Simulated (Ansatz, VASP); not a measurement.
## Cu: VASP beside Ansatz

INCAR

```
SYSTEM = Cu
ALGO = Normal ; EDIFF = 1E-6
EDIFFG = -0.01 ; ENCUT = 600
GGA = PE ; IBRION = 2
ISIF = 3 ; ISMEAR = -1
LASPH = .True. ; LCHARG = .False.
LREAL = .False. ; LWAVE = .False.
NELM = 100 ; NSW = 60
PREC = Accurate ; SIGMA = 0.05
```

Contents of KPOINTS:

```
k-points
0
Gamma
  12 12 7
  0 0 0
```

File POSCAR:

```
Cu
1.0
    2.5340966698      0.0000000000      0.0000000000
   -1.2670483349      2.1945920917      0.0000000000
    0.0000000000      0.0000000000      4.1125710000
Cu
2
Direct
    0.6666666667      0.3333333333      0.7500000000
    0.3333333333      0.6666666667      0.2500000000
```

input.yaml

```yaml
crystal:
  lattice:
    - [2.5340966698, 0.0, 0.0]
    - [-1.2670483349, 2.1945920917, 0.0]
    - [0.0, 0.0, 4.112571]
  atoms:
    - { symbol: Cu, position: [0.6666666667, 0.3333333333, 0.75] }
    - { symbol: Cu, position: [0.3333333333, 0.6666666667, 0.25] }
hamiltonian:
  xc: pbe
  pseudopotentials: { kind: paw }
kpoints:
  mp_grid: { grid: [12, 12, 7] }
scf:
  occupations: { method: fermi_dirac, width: 0.05 }
output:
  forces: true
  stress: true
  eigenvalues: true
  write_density: true
  write_potential: true
  elf: true
  volumetric_format: npy
relax:
  f_tol: 0.01
  max_steps: 40
  cell: { stress_tol: 0.05 }
```

Alike in both runs: task relaxation of cell and atoms; functional PBE; k mesh 12 × 12 × 7; occupations fermi-dirac, width 0.05 eV; no spin polarisation.

```csv
,VASP,Ansatz
version,VASP 6.6.1,Ansatz 0.2.0
potentials or method,"VASP PAW PBE potentials, release 64 (Cu)",Ansatz PAW
plane-wave cutoff (eV),600,420
valence electrons in the cell,22,38
```

VASP gave:

```
gap on the k mesh at the Fermi level, each at its own relaxed structure (eV) : none
relaxed volume (Å³/atom)                                                     : 12.03
relaxed cell length with the largest relative difference (Å)                 : 2.577
```

**Question.** Which values does Ansatz return?

**Answer.** gap on the k mesh at the Fermi level, each at its own relaxed structure (eV): none; relaxed volume (Å³/atom): 11.99; relaxed cell length with the largest relative difference (Å): 2.573.

A gap of «none» marks a metal or a gap that the smearing closes. VASP's potentials hold 22 valence electrons a cell and Ansatz's 38, so a difference there can come from the potentials and not from the codes.

Noted on Ansatz's run: the plane-wave basis is chosen anew once the cell has moved, so the energies of steps on either side of that aren't comparable.
